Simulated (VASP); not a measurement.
**TePb: single point with PBEsol**

Crystal: TePb.

```
Te Pb
1.0
     0.00000    3.27090    3.27090
     3.27090    0.00000    3.27090
     3.27090    3.27090    0.00000
Te Pb
1 1
Cartesian
  0.0000 0.0000 0.0000
  3.2709 3.2709 3.2709
```

| Quantity | Value |
| --- | --- |
| Program | VASP 6.6.1 |
| Task | single point |
| Functional | PBEsol |
| Potentials or basis | VASP PAW PBE potentials, release 64 (Te, Pb_d) |
| Cutoff | 520 eV |
| k mesh | 4 × 4 × 4 |
| Occupations | gaussian, width 0.1 eV |
| Spin | collinear spin, zero start |
| Starting moments | [0.0, 0.0] μB |

```
Pressure                                              : -1.9 GPa
Band gap on the k mesh                                : 0.74 eV, direct
Net moment                                            : 0.00 μB per cell
Valence electrons inside the program's atomic spheres : Te 3.37; Pb 11.84
```

Levels at points of the mesh, in eV from the valence-band top:
Spin up:
| k point | band 6 | band 7 | band 8 | band 9 | band 10 | band 11 | band 12 | band 13 | band 14 | band 15 |
| --- | --- | --- | --- | --- | --- | --- | --- | --- | --- | --- |
| (0.00, 0.00, 0.00) | -11.73 | -5.70 | -1.19 | -1.19 | -1.19 | 4.02 | 4.02 | 4.02 | 5.85 | 5.85 |
| (0.50, 0.00, 0.00) | -10.38 | -8.41 | -0.75 | -0.75 | 0.00 | 0.74 | 1.34 | 1.34 | 8.25 | 9.11 |
| (0.50, 0.50, 0.00) | -10.17 | -7.25 | -4.23 | -2.58 | -2.58 | 3.38 | 5.34 | 5.34 | 6.48 | 10.05 |
Spin down:
```csv
k point,band 8,band 9,band 10,band 11,band 12,band 13
"(0.00, 0.00, 0.00)",-1.19,-1.19,-1.19,4.02,4.02,4.02
"(0.50, 0.00, 0.00)",-0.75,-0.75,0.00,0.74,1.34,1.34
"(0.50, 0.50, 0.00)",-4.23,-2.58,-2.58,3.38,5.34,5.34
```

Wall time 79 s on 1 thread of Intel Xeon 6975P-C (shared host), peak memory 0.24 GiB.

Caveat: the PAW data sets were made with another functional, which shifts forces and pressure a little; spin-orbit coupling is left out, which moves the levels of the heavy elements. A k mesh can miss the band edges.
